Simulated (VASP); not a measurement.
# MoS2 (P6_3/mmc) in VASP: single point with LDA

Aim: the single point of MoS2 with LDA.

Everything below comes from runs of VASP 6.6.1. Logs are shortened: lines on timing, memory, paths and dates and some standing lists are left out, and cuts for length are marked.

### 1 The cell of the first run

The structure is hexagonal, space group P6_3/mmc (No. 194). Conventional cell: a = 3.169 Å, b = 3.169 Å, c = 12.324 Å, α = 90.00°, β = 90.00°, γ = 120.00°. Mo (site symmetry -6m2) has 6 S at 2.41 Å and 6 Mo at 3.17 Å within 3.2 Å. Within 3.2 Å of S (site symmetry 3m) lie 3 Mo at 2.41 Å and 7 S at 3.13 to 3.17 Å.

### 2 Single point, LDA, non-collinear spin, zero start, spin-orbit coupling

INCAR

```
ALGO = Normal
EDIFF = 1E-6
ENCUT = 520
GGA_COMPAT = False
ISIF = 2
ISMEAR = 0
LASPH = True
LCHARG = False
LMAXMIX = 4
LORBIT = 11
LORBMOM = True
LREAL = False
LSORBIT = True
LWAVE = False
MAGMOM = 0 0 0 0 0 0 0 0 0 0 0 0 0 0 0 0 0 0
NBANDS = 68
NELM = 150
PREC = Accurate
SIGMA = 0.01
```

KPOINTS

```
k-points
0
Gamma
  9 9 2
```

POSCAR

```
MoS2
1.0
    3.1690000000      0.0000000000      0.0000000000
   -1.5845000000      2.7444345046      0.0000000000
    0.0000000000      0.0000000000     12.3240000000
Mo S
2 4
Direct
    0.3333333333      0.6666666667      0.2500000000
    0.6666666667      0.3333333333      0.7500000000
    0.3333333333      0.6666666667      0.6230000000
    0.6666666667      0.3333333333      0.1230000000
    0.3333333333      0.6666666667      0.8770000000
    0.6666666667      0.3333333333      0.3770000000
```

Potentials or basis: VASP PAW LDA potentials, release 64 (Mo_sv, S).

Command:

```
$ cat potpaw_LDA.64/Mo_sv/POTCAR potpaw_LDA.64/S/POTCAR > POTCAR
$ mpirun -np 1 vasp_ncl > vasp.out
```

OUTCAR:

```text
EDIFF = 1E-6
   ENCUT = 520
   ISIF = 2
   ISMEAR = 0
   LASPH = True
   LORBIT = 11
   LREAL = False
   LSORBIT = True
   NELM = 150
   PREC = Accurate

 ion  position               nearest neighbor table
   1  0.333  0.667  0.250-   4 2.41   6 2.41   4 2.41   6 2.41   4 2.41   6 2.41
   2  0.667  0.333  0.750-   3 2.41   5 2.41   3 2.41   5 2.41   3 2.41   5 2.41
   3  0.333  0.667  0.623-   2 2.41   2 2.41   2 2.41
   4  0.667  0.333  0.123-   1 2.41   1 2.41   1 2.41
   5  0.333  0.667  0.877-   2 2.41   2 2.41   2 2.41
   6  0.667  0.333  0.377-   1 2.41   1 2.41   1 2.41

  LATTYP: Found a hexagonal cell.
 ALAT       =     3.1690000000
 C/A-ratio  =     3.8889239508

  Lattice vectors:

 A1 = (   3.1690000000,   0.0000000000,   0.0000000000)
 A2 = (  -1.5845000000,   2.7444345046,   0.0000000000)
 A3 = (   0.0000000000,   0.0000000000,  12.3240000000)

Analysis of symmetry for initial positions (statically):
=====================================================================
 Subroutine PRICEL returns:
 Original cell was already a primitive cell.

 Routine SETGRP: Setting up the symmetry group for a
 hexagonal supercell.

 Subroutine GETGRP returns: Found 24 space group operations
 (whereof 12 operations were pure point group operations)
 out of a pool of 24 trial point group operations.

The static configuration has the point symmetry D_3d.
 The point group associated with its full space group is D_6h.

Analysis of symmetry for dynamics (positions and initial velocities):
=====================================================================
 Subroutine PRICEL returns:
 Original cell was already a primitive cell.

 Routine SETGRP: Setting up the symmetry group for a
 hexagonal supercell.

 Subroutine GETGRP returns: Found 24 space group operations
 (whereof 12 operations were pure point group operations)
 out of a pool of 24 trial point group operations.

The dynamic configuration has the point symmetry D_3d.
 The point group associated with its full space group is D_6h.

Analysis of structural, dynamic, and magnetic symmetry:
=====================================================================
 Subroutine PRICEL returns:
 Original cell was already a primitive cell.

 Routine SETGRP: Setting up the symmetry group for a
 hexagonal supercell.

 Subroutine GETGRP returns: Found 24 space group operations
 (whereof 12 operations were pure point group operations)
 out of a pool of 24 trial point group operations.

The overall configuration has the point symmetry D_3d.
 The point group associated with its full space group is D_6h.

 Subroutine INISYM returns: Found 24 space group operations
 (whereof 12 operations are pure point group operations),
[... 1815 lines left out ...]
  3         0.000   0.000   0.000
  4        -0.000   0.000  -0.000
  5         0.000   0.000   0.000
  6         0.000   0.000   0.000
 ----------------------------------------
            0.000   0.000   0.000

 orbital moment (y)

 # of ion     p       d       tot
 ----------------------------------------
  1         0.000  -0.000  -0.000
  2        -0.000   0.000   0.000
  3        -0.000   0.000  -0.000
  4         0.000   0.000   0.000
  5         0.000   0.000   0.000
  6        -0.000   0.000  -0.000
 ----------------------------------------
            0.000   0.000   0.000

 orbital moment (z)

 # of ion     p       d       tot
 ----------------------------------------
  1         0.000   0.000   0.000
  2         0.000   0.000   0.000
  3         0.000   0.000   0.000
  4         0.000   0.000   0.000
  5         0.000   0.000   0.000
  6         0.000   0.000   0.000
 ----------------------------------------
            0.000   0.000   0.000

 Spin-Orbit-Coupling matrix elements

 Ion:    1  E_soc:     -0.1998654
 l=   1
     0.0000000    -0.0306281    -0.0306634
    -0.0306281     0.0000000    -0.0306281
    -0.0306634    -0.0306281     0.0000000
 l=   2
     0.0000000    -0.0005090     0.0000000    -0.0005090    -0.0022528
    -0.0005090     0.0000000    -0.0016476    -0.0004291    -0.0005090
     0.0000000    -0.0016476     0.0000000    -0.0016476     0.0000000
    -0.0005090    -0.0004291    -0.0016476     0.0000000    -0.0005090
    -0.0022528    -0.0005090     0.0000000    -0.0005090     0.0000000
 l=   3
     0.0000000     0.0000000     0.0000000     0.0000000     0.0000000     0.0000000     0.0000000
     0.0000000     0.0000000     0.0000000     0.0000000     0.0000000     0.0000000     0.0000000
     0.0000000     0.0000000     0.0000000     0.0000000     0.0000000     0.0000000     0.0000000
     0.0000000     0.0000000     0.0000000     0.0000000     0.0000000     0.0000000     0.0000000
[... 89 lines left out ...]
 l=   2
     0.0000000     0.0000000     0.0000000     0.0000000     0.0000000
     0.0000000     0.0000000     0.0000000     0.0000000     0.0000000
     0.0000000     0.0000000     0.0000000     0.0000000     0.0000000
     0.0000000     0.0000000     0.0000000     0.0000000     0.0000000
     0.0000000     0.0000000     0.0000000     0.0000000     0.0000000
 l=   3
     0.0000000     0.0000000     0.0000000     0.0000000     0.0000000     0.0000000     0.0000000
     0.0000000     0.0000000     0.0000000     0.0000000     0.0000000     0.0000000     0.0000000
     0.0000000     0.0000000     0.0000000     0.0000000     0.0000000     0.0000000     0.0000000
     0.0000000     0.0000000     0.0000000     0.0000000     0.0000000     0.0000000     0.0000000
     0.0000000     0.0000000     0.0000000     0.0000000     0.0000000     0.0000000     0.0000000
     0.0000000     0.0000000     0.0000000     0.0000000     0.0000000     0.0000000     0.0000000
     0.0000000     0.0000000     0.0000000     0.0000000     0.0000000     0.0000000     0.0000000

 total charge

# of ion       s       p       d       tot
------------------------------------------
    1        2.294   6.222   3.969  12.485
    2        2.294   6.222   3.969  12.485
    3        1.362   2.324   0.000   3.686
    4        1.362   2.324   0.000   3.686
    5        1.362   2.324   0.000   3.686
    6        1.362   2.324   0.000   3.686
--------------------------------------------------
tot         10.038  21.738   7.938  39.714

 magnetization (x)

# of ion       s       p       d       tot
------------------------------------------
    1       -0.000   0.000  -0.000  -0.000
    2       -0.000   0.000  -0.000  -0.000
    3        0.000   0.000   0.000   0.000
    4        0.000  -0.000   0.000  -0.000
    5       -0.000   0.000   0.000   0.000
    6        0.000   0.000   0.000   0.000
--------------------------------------------------
tot         -0.000   0.000  -0.000   0.000

 magnetization (y)

# of ion       s       p       d       tot
------------------------------------------
    1        0.000   0.000  -0.000  -0.000
    2        0.000   0.000   0.000   0.000
    3        0.000  -0.000   0.000  -0.000
    4        0.000  -0.000   0.000  -0.000
    5        0.000  -0.000   0.000  -0.000
    6        0.000  -0.000   0.000  -0.000
--------------------------------------------------
tot          0.000  -0.000   0.000  -0.000

 magnetization (z)

# of ion       s       p       d       tot
------------------------------------------
    1        0.000   0.000   0.000   0.000
    2        0.000   0.000   0.000   0.000
    3        0.000   0.000   0.000   0.000
    4        0.000   0.000   0.000   0.000
    5        0.000   0.000   0.000   0.000
    6        0.000   0.000   0.000   0.000
--------------------------------------------------
tot          0.000   0.000   0.000   0.000
```

Run time: 3.9 min. Hardware: 1 thread of AMD EPYC 9R45 (Zen 5), shared host; peak memory 0.44 GiB.

What came out:

- Free energy: -49.0923 eV
- Pressure: -5.5 GPa
- Largest force: 0.461 eV/Å
- Net moment: 0.00 μB per cell
- Valence electrons inside the program's atomic spheres: Mo 12.48; S 3.69

Forces on the atoms (eV/Å):
```
Mo   0.000  0.000  0.000
Mo   0.000  0.000  0.000
S    0.000  0.000  0.461
S    0.000  0.000  0.461
S    0.000  0.000 -0.461
S    0.000  0.000 -0.461
```

Moments on the atoms (μB; x, y, z):
```
Mo  0.00 0.00 0.00
Mo  0.00 0.00 0.00
S   0.00 0.00 0.00
S   0.00 0.00 0.00
S   0.00 0.00 0.00
S   0.00 0.00 0.00
```

Caveat: the cell stands under tension.
